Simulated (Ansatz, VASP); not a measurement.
## Si2WC3: VASP beside Ansatz

```
CELL_PARAMETERS angstrom
-1.47081 1.47081 6.68307
1.47081 -1.47081 6.68307
1.47081 1.47081 -6.68307
ATOMIC_POSITIONS crystal
Si 0.32218 0.32218 0.00000
Si 0.67782 0.67782 0.00000
W 0.00000 0.00000 0.00000
C 0.82985 0.82985 0.00000
C 0.17015 0.17015 0.00000
C 0.50000 0.50000 0.00000
```

Change from the starting cell: species swapped into the K2NaCl3 type (I4/mmm, No. 139).

Alike in both runs: functional PBE; k mesh 6 × 6 × 6; occupations gaussian, width 0.2 eV; no spin polarisation.

Ansatz relaxed the structure, and its values are those at the end. VASP's run is a single point on that final structure, the one shown.

|  | VASP | Ansatz |
| --- | --- | --- |
| version | VASP 6.6.1 | Ansatz 0.2.0 |
| potentials or method | VASP PAW PBE potentials, release 64 (Si, W_sv, C), cutoff 600 eV | scalar-relativistic, plane waves, PAW |
| valence electrons in the cell | 34 | 34 |

```tsv
	VASP	Ansatz	Ansatz less VASP
gap on the k mesh at the Fermi level (eV)	none	none	-
pressure (GPa)	0.2	-0.2	-0.30
rms of the force components (eV/Å)	0.025	0.024	-0.0010
```

A gap of «none» marks a metal or a gap that the smearing closes.

The k mesh is coarse, so the values compare programs but aren't converged. Spin-orbit coupling is off throughout.
